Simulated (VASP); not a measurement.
Runs of VASP 6.6.1 on SrTiO3. The structure is that of space group Pm-3m (No. 221), or close to it. The cells are those of the table. 

| task | spin | cell | gap on the mesh (eV) | pressure (GPa) |
| --- | --- | --- | --- | --- |
| relaxation of the atoms | off | atoms relaxed from a = 3.905, b = 3.905, c = 3.827 Å, 5 atoms | 1.86 | 9.1 |
| relaxation of the atoms | off | atoms relaxed from a = 3.905, b = 3.905, c = 3.788 Å, 5 atoms | 1.86 | 11.5 |
| electric field gradients | non-collinear, zero start, SOC | a = 3.905 Å, 5 atoms | - | 5.0 |
| relaxation of the atoms | off | atoms relaxed from a = 3.982 Å, 5 atoms | (a) | -4.8 |
| relaxation of the atoms | off | atoms relaxed from a = 3.879 Å, 5 atoms | 1.89 | 9.0 |
| relaxation of the atoms | off | atoms relaxed from a = 3.905 Å, 5 atoms | 1.86 | 5.0 |
| relaxation of the atoms | off | atoms relaxed from a = 3.852 Å, 5 atoms | 1.93 | 13.5 |
| relaxation of the atoms | off | atoms relaxed from a = 3.825 Å, 5 atoms | 1.97 | 18.5 |

Alike in all rows: level PBE; potentials or basis VASP PAW PBE potentials, release 64 (Sr_sv, Ti_sv, O); k mesh 8 × 8 × 8; cutoff (eV) 520; smearing fermi-dirac 0.02 eV.

Problem. Fill in the values left out.

Solution. (a) 1.75.

Caveats: the relaxation stopped at its first step, so nothing moved (at least some runs); the cell stands under pressure (at least some runs).

A k mesh can miss the band edges, and rows without SOC leave out spin-orbit coupling on Sr.
